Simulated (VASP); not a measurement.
# TlCl (Pm-3m) in VASP: further runs, part 2 of 2

VASP 6.6.1.

## (3) Relaxation of cell and atoms, PBE

This run uses another cell than the first one, of 14.08 Å³/atom, 0.475 times its volume.

Input file INCAR:

```
PREC     = Accurate       # precision mode
ENCUT    = 500            # plane-wave cutoff, eV
EDIFF    = 1E-7           # SCF threshold, eV
ISMEAR   = -1             # smearing method
SIGMA    = 0.02           # smearing width, eV
LREAL    = False          # projectors in reciprocal space
LASPH    = True           # aspherical terms in the spheres
NELM     = 120            # most SCF steps
ALGO     = Normal         # electronic algorithm
ISIF     = 3              # what is computed and relaxed
LWAVE    = False          # write WAVECAR
LCHARG   = False          # write CHGCAR
GGA      = PE             # functional
IBRION   = 2              # ionic algorithm
NSW      = 80             # ionic steps
EDIFFG   = -0.005         # ionic threshold
GGA_COMPAT= False        
NELMIN   = 4
```

Input file KPOINTS:

```
Automatic mesh
0
Gamma
  8 8 8
```

Input file POSCAR:

```
TlCl
1.0
    3.0420377838      0.0000000000      0.0000000000
    0.0000000000      3.0420377838      0.0000000000
    0.0000000000      0.0000000000      3.0420377838
Tl Cl
1 1
Direct
    0.0000000000      0.0000000000      0.0000000000
    0.5000000000      0.5000000000      0.5000000000
```

Potentials or basis: VASP PAW PBE potentials, release 64 (Tl_d, Cl).

Started as:

```
$ cat potpaw_PBE.64/Tl_d/POTCAR potpaw_PBE.64/Cl/POTCAR > POTCAR
$ mpirun -np 1 vasp_std > vasp.out
```

OUTCAR:

```text
PREC = Accurate
   ENCUT = 500
   EDIFF = 1E-7
   ISMEAR = -1
   LREAL = False
   LASPH = True
   NELM = 120
   ISIF = 3
   GGA = PE
   IBRION = 2
   NSW = 80
   EDIFFG = -0.005
   NELMIN = 4

 ion  position               nearest neighbor table
   1  0.000  0.000  0.000-   2 2.63   2 2.63   2 2.63   2 2.63   2 2.63   2 2.63   2 2.63   2 2.63

   2  0.500  0.500  0.500-   1 2.63   1 2.63   1 2.63   1 2.63   1 2.63   1 2.63   1 2.63   1 2.63

  LATTYP: Found a simple cubic cell.
 ALAT       =     3.0420377838

  Lattice vectors:

 A1 = (   3.0420377838,   0.0000000000,   0.0000000000)
 A2 = (   0.0000000000,   3.0420377838,   0.0000000000)
 A3 = (   0.0000000000,   0.0000000000,   3.0420377838)

Analysis of symmetry for initial positions (statically):
=====================================================================
 Subroutine PRICEL returns:
 Original cell was already a primitive cell.

 Routine SETGRP: Setting up the symmetry group for a
 simple cubic supercell.

 Subroutine GETGRP returns: Found 48 space group operations
 (whereof 48 operations were pure point group operations)
 out of a pool of 48 trial point group operations.

The static configuration has the point symmetry O_h .

Analysis of symmetry for dynamics (positions and initial velocities):
=====================================================================
 Subroutine PRICEL returns:
 Original cell was already a primitive cell.

 Routine SETGRP: Setting up the symmetry group for a
 simple cubic supercell.

 Subroutine GETGRP returns: Found 48 space group operations
 (whereof 48 operations were pure point group operations)
 out of a pool of 48 trial point group operations.

The dynamic configuration has the point symmetry O_h .

 Subroutine INISYM returns: Found 48 space group operations
 (whereof 48 operations are pure point group operations),
 and found     1 'primitive' translations

----------------------------------------------------------------------------------------

                                     Primitive cell

[... 96 lines left out ...]
   ISIF   =      3    stress and relaxation
   ISYM   =      2    0-nonsym 1-usesym 2-fastsym
   POTIM  = 0.5000    time-step for ionic-motion
   TEBEG  =    0.0;   TEEND  =   0.0 temperature during run
   PSTRESS=    0.0 pullay stress
   NELECT =      20.0000    total number of electrons
   NUPDOWN=      -1.0000    fix difference up-down
   EMIN   =  10.00;   EMAX   =-10.00  energy-range for DOS
   EFERMI =   0.00;   METHOD = LEGACY
   ISMEAR =    -1;   SIGMA  =   0.02  broadening in eV -4-tet -1-fermi 0-gaus
   EFERMI_NEDOS =   21; number of points for ismear=-14 and -15
   IALGO  =     38    algorithm
   IMIX   =      4    mixing-type and parameters
     AMIX     =   0.40;   BMIX     =  1.00
     AMIX_MAG =   1.60;   BMIX_MAG =  1.00
  volume/ion in A,a.u.               =      14.08        94.99
  Fermi-wavevector in a.u.,A,eV,Ry     =   1.460787  2.760487 29.033453  2.133899
  Thomas-Fermi vector in A             =   2.577195
   LORBIT       =      0    0 simple, 1 ext, 2 COOP (PROOUT), +10 PAW based schemes
   GGA     = PE    functional components
   LHFCALC =     F    Hartree Fock is set to
   AEXX    =    0.0000 exact exchange contribution
   IVDW    =     0    specifies the selected vdW correction
   LEPSILON=     F    determine dielectric tensor
   LRPA    =     F    only Hartree local field effects (RPA)
 conjugate gradient relaxation of ions
 non-spin polarized calculation
  energy-cutoff  :      500.00
  volume of cell :       28.15
 maximum number of plane-waves:       739
 NGX is ok and might be reduce to    24
   NGX = 11   NGY = 11   NGZ = 11

--------------------------------------- Ionic step        1  -------------------------------------------

 number of electron      20.0000006 magnetization

 Free energy of the ion-electron system (eV)
  ---------------------------------------------------
  ext. energy  EPLUGINS =         0.00000000
  ---------------------------------------------------
  free energy    TOTEN  =        -1.05063607 eV

  energy without entropy =       -1.04906203  energy(sigma->0) =       -1.04984905

 E-fermi :  13.4530     XC(G=0): -12.9184

 val. band max:       13.4248725987   @ k =   0.3750   0.1250   0.0000
 cond. band min:      13.4614447182   @ k =   0.5000   0.5000   0.3750
 fundamental gap:      0.0365721194
 Fermi energy:        13.4529837525
[... 926 lines left out ...]
  FREE ENERGIE OF THE ION-ELECTRON SYSTEM (eV)
  ---------------------------------------------------
  free  energy   TOTEN  =        -5.9431213116 eV

  energy  without entropy=       -5.9431213116  energy(sigma->0) =       -5.94312131

[... ionic steps 4 to 21 ...]

--------------------------------------- Ionic step       22  -------------------------------------------

 number of electron      20.0000032 magnetization

------------------------ aborting loop because EDIFF is reached ----------------------------------------
[... 67 lines left out ...]
--------------------------------------- Ionic step       24  -------------------------------------------

 number of electron      20.0000031 magnetization

 Free energy of the ion-electron system (eV)
  ---------------------------------------------------
  ext. energy  EPLUGINS =         0.00000000
  ---------------------------------------------------
  free energy    TOTEN  =        -5.96382008 eV

  energy without entropy =       -5.96382008  energy(sigma->0) =       -5.96382008

 E-fermi :   2.7916     XC(G=0):  -8.9891

 val. band max:        2.3736855940   @ k =   0.5000   0.0000   0.0000
 cond. band min:       4.5310084212   @ k =   0.5000   0.0000   0.0000
 fundamental gap:      2.1573228272
 Fermi energy:         2.7915691326
[... 437 lines left out ...]
  FREE ENERGIE OF THE ION-ELECTRON SYSTEM (eV)
  ---------------------------------------------------
  free  energy   TOTEN  =        -5.9638200778 eV

  energy  without entropy=       -5.9638200778  energy(sigma->0) =       -5.96382008

 reached required accuracy - stopping structural energy minimisation
```

OSZICAR:

```text
N       E                     dE             d eps       ncg     rms          rms(c)
DAV:   1     0.103039365813E+03    0.10304E+03   -0.11074E+04  1092   0.135E+03
DAV:   2     0.114328308423E+01   -0.10190E+03   -0.10012E+03  1226   0.287E+02
DAV:   3    -0.124064170155E+01   -0.23839E+01   -0.23819E+01  1106   0.412E+01
[... 192 lines left out ...]
DAV:   2    -0.596384899028E+01    0.24431E-03   -0.51202E-04   980   0.174E-01    0.296E-02
DAV:   3    -0.596381830037E+01    0.30690E-04   -0.11438E-04   980   0.879E-02    0.225E-02
DAV:   4    -0.596381969644E+01   -0.13961E-05   -0.37230E-06  1144   0.146E-02    0.562E-03
DAV:   5    -0.596381998198E+01   -0.28553E-06   -0.68506E-07  1058   0.535E-03    0.140E-03
DAV:   6    -0.596382007784E+01   -0.95863E-07   -0.54693E-08   490   0.176E-03
  24 F= -.59638201E+01 E0= -.59638201E+01  d E =-.415604E-03
```

CONTCAR:

```text
TlCl
   1.00000000000000
     3.8736784684084915   -0.0000000000000000   -0.0000000000000000
     0.0000000000000000    3.8736784684084911   -0.0000000000000000
    -0.0000000000000000   -0.0000000000000000    3.8736784684084911
  Tl              Cl
     1     1
Direct
     0.0000000000000000    0.0000000000000000    0.0000000000000000
     0.5000000000000000    0.5000000000000000    0.5000000000000000

  0.00000000E+00  0.00000000E+00  0.00000000E+00
  0.00000000E+00  0.00000000E+00  0.00000000E+00
```

It took 64 s on 1 thread of Intel Xeon 6975P-C (Granite Rapids), shared host; peak memory 0.15 GiB.

Results:

```yaml
Free_energy: -5.9638 eV
Relaxed_volume: 29.06 Å³/atom
Relaxed_cell: a = 3.874 Å, b = 3.874 Å, c = 3.874 Å, α = 90.00°, β = 90.00°, γ = 90.00°
Space_group_after_relaxing_to_0.05_Å: Pm-3m (No. 221)
Energy_gained_by_relaxing: 2456.6 meV/atom
Ionic_steps: 24
Pressure_after_relaxing: 0.0 GPa
Band_gap_on_the_k_mesh: 2.16 eV, direct
```

The path:
| step | energy change (eV) | largest force (eV/Å) | pressure (GPa) | volume (Å³) |
| --- | --- | --- | --- | --- |
| 1 | 0.0000 | 0.0000 | 103.98 | 28.15 |
| 2 | -4.4424 | 0.0000 | -4.83 | 84.18 |
| 3 | -4.8925 | 0.0000 | 1.91 | 54.42 |
| 4 | -4.9098 | 0.0000 | -0.64 | 59.79 |
| 5 | -4.9131 | 0.0000 | -0.08 | 58.32 |
| 6 | -4.9128 | 0.0000 | 0.24 | 57.57 |
| 7 | -4.9128 | 0.0000 | 0.24 | 57.57 |
| 8 | -4.9128 | 0.0000 | 0.24 | 57.57 |
| 9 | -4.9128 | 0.0000 | 0.24 | 57.57 |
| 10 | -4.9128 | 0.0000 | 0.24 | 57.57 |
| 11 | -4.9128 | 0.0000 | 0.24 | 57.57 |
| 12 | -4.9128 | 0.0000 | 0.24 | 57.57 |
| 13 | -4.9128 | 0.0000 | 0.24 | 57.57 |
| 14 | -4.9128 | 0.0000 | 0.24 | 57.57 |
| 15 | -4.9128 | 0.0000 | 0.24 | 57.57 |
| 16 | -4.9128 | 0.0000 | 0.24 | 57.58 |
| 17 | -4.9128 | 0.0000 | 0.24 | 57.58 |
| 18 | -4.9128 | 0.0000 | 0.23 | 57.59 |
| 19 | -4.9128 | 0.0000 | 0.22 | 57.61 |
| 20 | -4.9129 | 0.0000 | 0.21 | 57.65 |
| 21 | -4.9130 | 0.0000 | 0.17 | 57.73 |
| 22 | -4.9131 | 0.0000 | 0.10 | 57.88 |
| 23 | -4.9132 | 0.0000 | -0.03 | 58.20 |
| 24 | -4.9132 | 0.0000 | 0.00 | 58.13 |

Final structure:
```
Tl Cl
1.0
     3.87368    0.00000    0.00000
     0.00000    3.87368    0.00000
     0.00000    0.00000    3.87368
Tl Cl
1 1
Direct
  0.00000 0.00000 0.00000
  0.50000 0.50000 0.50000
```

Levels at points of the mesh, in eV from the valence-band top:
```
           k point  band 8  band 9  band 10  band 11  band 12  band 13
(0.00, 0.00, 0.00)   -1.38   -1.38    -1.38     7.71     7.71     7.71
(0.50, 0.00, 0.00)   -0.98   -0.98     0.00     2.16     6.57     6.57
(0.50, 0.50, 0.00)   -2.77   -2.77    -0.93     4.86     4.86     8.34
(0.50, 0.50, 0.50)   -1.86   -1.86    -1.86     2.66     2.66     2.66
```

Caveat: the volume moved by over 15 % at a fixed basis, so the end points are rough; spin-orbit coupling is left out, which moves the levels of the heavy elements. A k mesh can miss the band edges.

## (4) Single point, PBE

This run uses another cell than the first one, of 28.29 Å³/atom, 0.954 times its volume.

Input file INCAR:

```
PREC = Accurate
ENCUT = 500
EDIFF = 1E-6
ISMEAR = -1
SIGMA = 0.02
LREAL = False
LASPH = True
NELM = 120
ALGO = Normal
ISIF = 2
LWAVE = False
LCHARG = False
GGA = PE
NBANDS = 17
GGA_COMPAT = False
```

Input file KPOINTS:

```
regular mesh
0
Gamma
  6 6 6
```

Input file POSCAR:

```
TlCl
1.0
    3.8388256287      0.0000000000      0.0000000000
    0.0000000000      3.8388256287      0.0000000000
    0.0000000000      0.0000000000      3.8388256287
Tl Cl
1 1
Direct
    0.0000000000      0.0000000000      0.0000000000
    0.5000000000      0.5000000000      0.5000000000
```

Potentials or basis: VASP PAW PBE potentials, release 64 (Tl_d, Cl).

Started as:

```
$ cat potpaw_PBE.64/Tl_d/POTCAR potpaw_PBE.64/Cl/POTCAR > POTCAR
$ mpirun -np 1 vasp_std > vasp.out
```

OUTCAR:

```text
PREC = Accurate
   ENCUT = 500
   EDIFF = 1E-6
   ISMEAR = -1
   LREAL = False
   LASPH = True
   NELM = 120
   ISIF = 2
   GGA = PE

 ion  position               nearest neighbor table
   1  0.000  0.000  0.000-   2 3.32   2 3.32   2 3.32   2 3.32   2 3.32   2 3.32   2 3.32   2 3.32

   2  0.500  0.500  0.500-   1 3.32   1 3.32   1 3.32   1 3.32   1 3.32   1 3.32   1 3.32   1 3.32

  LATTYP: Found a simple cubic cell.
 ALAT       =     3.8388256287

  Lattice vectors:

 A1 = (   3.8388256287,   0.0000000000,   0.0000000000)
 A2 = (   0.0000000000,   3.8388256287,   0.0000000000)
 A3 = (   0.0000000000,   0.0000000000,   3.8388256287)

Analysis of symmetry for initial positions (statically):
=====================================================================
 Subroutine PRICEL returns:
 Original cell was already a primitive cell.

 Routine SETGRP: Setting up the symmetry group for a
 simple cubic supercell.

 Subroutine GETGRP returns: Found 48 space group operations
 (whereof 48 operations were pure point group operations)
 out of a pool of 48 trial point group operations.

[... 154 lines left out ...]

  energy without entropy =       -6.00571005  energy(sigma->0) =       -6.00571005

 E-fermi :   3.0689     XC(G=0):  -9.1200

 val. band max:        2.6750032672   @ k =   0.5000   0.0000   0.0000
 cond. band min:       4.7664002508   @ k =   0.5000   0.0000   0.0000
 fundamental gap:      2.0913969836
 Fermi energy:         3.0689098028

 k-point     1 :       0.0000    0.0000    0.0000
  band No.  band energies     occupation
      1     -11.0831      2.00000
      2      -7.2540      2.00000
      3      -7.2540      2.00000
      4      -7.0115      2.00000
      5      -7.0115      2.00000
      6      -7.0115      2.00000
[... 377 lines left out ...]
      4      -7.1908      2.00000
      5      -6.9425      2.00000
      6      -6.9425      2.00000
[... 9 lines left out ...]
     16      15.5056      0.00000
     17      19.6968      0.00000

------------------------ aborting loop because EDIFF is reached ----------------------------------------

  FORCE on cell =-STRESS in cart. coord.  units (eV):
  Direction    XX          YY          ZZ          XY          YZ          ZX
  --------------------------------------------------------------------------------------
  -------------------------------------------------------------------------------------
  Total        0.3943887      0.3943887      0.3943887      0.0000000      0.0000000      0.0000000
  in kB       11.1696596     11.1696596     11.1696596      0.0000000      0.0000000      0.0000000
  external PRESSURE =      11.1696596 kB  Pullay stress =       0.0000000 kB

 VOLUME and BASIS-vectors are now :
 -----------------------------------------------------------------------------
  energy-cutoff  :      500.00
  volume of cell :       56.57
      direct lattice vectors                 reciprocal lattice vectors
     3.838825629  0.000000000  0.000000000     0.260496333  0.000000000  0.000000000
     0.000000000  3.838825629  0.000000000     0.000000000  0.260496333  0.000000000
     0.000000000  0.000000000  3.838825629     0.000000000  0.000000000  0.260496333

 POSITION                                       TOTAL-FORCE (eV/Angst)
 -----------------------------------------------------------------------------------
      0.00000      0.00000      0.00000         0.000000      0.000000      0.000000
      1.91941      1.91941      1.91941         0.000000      0.000000      0.000000
 -----------------------------------------------------------------------------------
    total drift:                               -0.000000      0.000000      0.000000

  FREE ENERGIE OF THE ION-ELECTRON SYSTEM (eV)
  ---------------------------------------------------
  free  energy   TOTEN  =        -6.0057100521 eV

  energy  without entropy=       -6.0057100521  energy(sigma->0) =       -6.00571005
```

OSZICAR:

```text
N       E                     dE             d eps       ncg     rms          rms(c)
DAV:   1     0.100523089785E+03    0.10052E+03   -0.97757E+03   680   0.101E+03
DAV:   2    -0.228319649166E+01   -0.10281E+03   -0.98901E+02   851   0.226E+02
DAV:   3    -0.638848409934E+01   -0.41053E+01   -0.40958E+01   783   0.405E+01
DAV:   4    -0.641725173577E+01   -0.28768E-01   -0.28765E-01   863   0.401E+00
DAV:   5    -0.641764020459E+01   -0.38847E-03   -0.38847E-03   852   0.447E-01    0.321E+00
DAV:   6    -0.603429178087E+01    0.38335E+00   -0.67330E-01   713   0.425E+00    0.206E+00
DAV:   7    -0.600701244118E+01    0.27279E-01   -0.13289E-01   775   0.168E+00    0.129E+00
DAV:   8    -0.600614658834E+01    0.86585E-03   -0.22295E-02   770   0.982E-01    0.298E-01
DAV:   9    -0.600552494878E+01    0.62164E-03   -0.20407E-03   813   0.231E-01    0.127E-01
DAV:  10    -0.600572416412E+01   -0.19922E-03   -0.64463E-04   723   0.125E-01    0.623E-02
DAV:  11    -0.600571001577E+01    0.14148E-04   -0.45113E-05   839   0.409E-02    0.162E-02
DAV:  12    -0.600571005212E+01   -0.36348E-07   -0.37335E-06   742   0.121E-02
   1 F= -.60057101E+01 E0= -.60057101E+01  d E =-.321387E-10
```

It took 7.4 s on 1 thread of Intel Xeon 6975P-C (Granite Rapids), shared host; peak memory 0.16 GiB.

Results:

```yaml
Free_energy: -6.0057 eV
Pressure: 1.1 GPa
Band_gap_on_the_k_mesh: 2.09 eV, direct
```

Caveat: spin-orbit coupling is left out, which moves the levels of the heavy elements. Expect the measured gap to be larger: semilocal functionals such as PBE lack the derivative discontinuity.

## (5) Overview

```csv
task,cell,k mesh,gap on the mesh (eV),pressure (GPa)
single point,"a = 3.900 Å, 2 atoms",8 × 8 × 8,2.20,-0.1
relaxation of cell and atoms,"relaxed from a = 3.042 Å, 2 atoms",8 × 8 × 8,2.16,0.0
single point,"a = 3.839 Å, 2 atoms",6 × 6 × 6,2.09,1.1
```

Alike in all rows: level PBE; potentials or basis VASP PAW PBE potentials, release 64 (Tl_d, Cl); no spin polarisation; cutoff (eV) 500; smearing fermi-dirac 0.02 eV.

Caveats: spin-orbit coupling is left out, which moves the levels of the heavy elements; the volume moved by over 15 % at a fixed basis, so the end points are rough (some runs).

Absolute energies hang on the potentials; compare differences alone.
